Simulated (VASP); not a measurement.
Input of a VASP 6.6.1 run:

Contents of INCAR:

```
SYSTEM = InP4
PREC = Accurate ; ENCUT = 500
EDIFF = 1E-7 ; ISMEAR = 0
SIGMA = 0.1 ; LREAL = Auto
LASPH = .TRUE. ; NELM = 120
ALGO = Normal ; ISIF = 3
LWAVE = .FALSE. ; LCHARG = .FALSE.
GGA = PS ; IBRION = 2
NSW = 70 ; EDIFFG = -0.04
ISYM = -1 ; GGA_COMPAT = .FALSE.
NELMIN = 4
```

The input KPOINTS:

```
explicit points
4
Reciprocal
  0.25000000   0.25000000   0.25000000 2
  0.25000000   0.25000000   0.75000000 2
  0.25000000   0.75000000   0.25000000 2
  0.25000000   0.75000000   0.75000000 2
```

Contents of POSCAR:

```
InP4
1.0
    3.7149865628     -6.4345454761      0.0000000000
    7.4299731255      0.0000000000      0.0000000000
    3.7149865628     -2.1448484920      6.5587524052
In P
3 12
Direct
    0.8559249648      0.8680963286      0.4120502093
    0.3603791485      0.3626674648      0.9089904765
    0.6341924078      0.6310897959      0.0927174787
    0.8771395496      0.8828891299      0.9167210201
    0.3775910123      0.3824107519      0.4151235722
    0.3243681186      0.8811905188      0.9159775637
    0.8235847667      0.3832836952      0.4111198248
    0.8853658999      0.3283506791      0.9097920307
    0.3761788064      0.8237581792      0.4170187132
    0.6186477471      0.6210628062      0.5841549466
    0.1217736157      0.1201639099      0.0839466544
    0.6165626686      0.1778602004      0.5916731265
    0.1213415079      0.6682604043      0.0884547137
    0.1735319368      0.6145017103      0.5848578676
    0.6695495388      0.1227333026      0.0849581361
```

Potentials or basis: VASP PAW PBE potentials, release 64 (In_d, P).

Command:

```sh
$ cat potpaw_PBE.64/In_d/POTCAR potpaw_PBE.64/P/POTCAR > POTCAR
$ mpirun -np 1 vasp_std > vasp.out
```

Q: What does it give for the band gap on the k mesh?

A: Zero (an odd number of electrons rules out a gap without spin polarisation).

Q: What does it give for the space group after relaxing (to 0.1 Å)?

A: Cm (No. 8).

Q: Predict the relaxed volume.

A: 19.72 Å³/atom.

Forces in eV/Å, atoms in the order of the input:
```
In   0.004 -0.002  0.024
In   0.019 -0.001  0.007
In  -0.012  0.005 -0.015
P   -0.005 -0.001 -0.013
P   -0.001  0.010 -0.011
P   -0.003  0.021 -0.001
P    0.003 -0.017  0.016
P   -0.009 -0.010  0.012
P    0.009  0.006  0.000
P   -0.005 -0.003  0.005
P    0.016 -0.007 -0.016
P   -0.003  0.000 -0.007
P   -0.001  0.017  0.007
P   -0.008 -0.008 -0.002
P   -0.005 -0.010 -0.005
```

Caveat: the PAW data sets were made with another functional, which shifts forces and pressure a little; spin-orbit coupling is left out, which moves the levels of the heavy elements; an odd number of electrons without spin polarisation forces a metal; a magnetic or distorted state may lie lower.
